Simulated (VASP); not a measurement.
Input of a VASP 6.6.1 run:

File INCAR:

```
ALGO = Normal
EDIFF = 1E-7
ENCUT = 520
GGA = PS
ISIF = 2
ISMEAR = -1
LASPH = T
LCHARG = F
LREAL = F
LWAVE = F
NBANDS = 36
NELM = 80
PREC = Accurate
SIGMA = 0.05
```

KPOINTS

```
k-points
0
Gamma
  10 10 2
```

The input POSCAR:

```
SiC
1.0
    3.0742275620      0.0000000000      0.0000000000
   -1.5371137810      2.6623591657      0.0000000000
    0.0000000000      0.0000000000     15.0681848517
Si C
6 6
Direct
    0.6666666667      0.3333333333      0.4583000000
    0.3333333333      0.6666666667      0.9583000000
    0.6666666667      0.3333333333      0.7917000000
    0.3333333333      0.6666666667      0.2917000000
    0.0000000000      0.0000000000      0.6250000000
    0.0000000000      0.0000000000      0.1250000000
    0.6666666667      0.3333333333      0.3333000000
    0.3333333333      0.6666666667      0.8333000000
    0.6666666667      0.3333333333      0.6667000000
    0.3333333333      0.6666666667      0.1667000000
    0.0000000000      0.0000000000      0.5000000000
    0.0000000000      0.0000000000      0.0000000000
```

Potentials or basis: VASP PAW PBE potentials, release 64 (Si, C).

Command:

```bash
$ cat potpaw_PBE.64/Si/POTCAR potpaw_PBE.64/C/POTCAR > POTCAR
$ mpirun -np 1 vasp_std > vasp.out
```

Question: Predict the band gap on the k mesh.

Answer: 1.90 eV, indirect (least direct gap 3.01 eV).

Question: Predict the largest force.

Answer: 0.147 eV/Å.

Question: Predict the pressure.

Answer: 1.6 GPa.

Forces on the atoms (eV/Å):
```
Si   0.000  0.000  0.057
Si   0.000  0.000  0.057
Si   0.000  0.000  0.027
Si   0.000  0.000  0.027
Si   0.000  0.000  0.044
Si   0.000  0.000  0.044
C    0.000  0.000 -0.014
C    0.000  0.000 -0.014
C    0.000  0.000  0.033
C    0.000  0.000  0.033
C    0.000  0.000 -0.147
C    0.000  0.000 -0.147
```

Caveat: the PAW data sets were made with another functional, which shifts forces and pressure a little. A k mesh can miss the band edges.
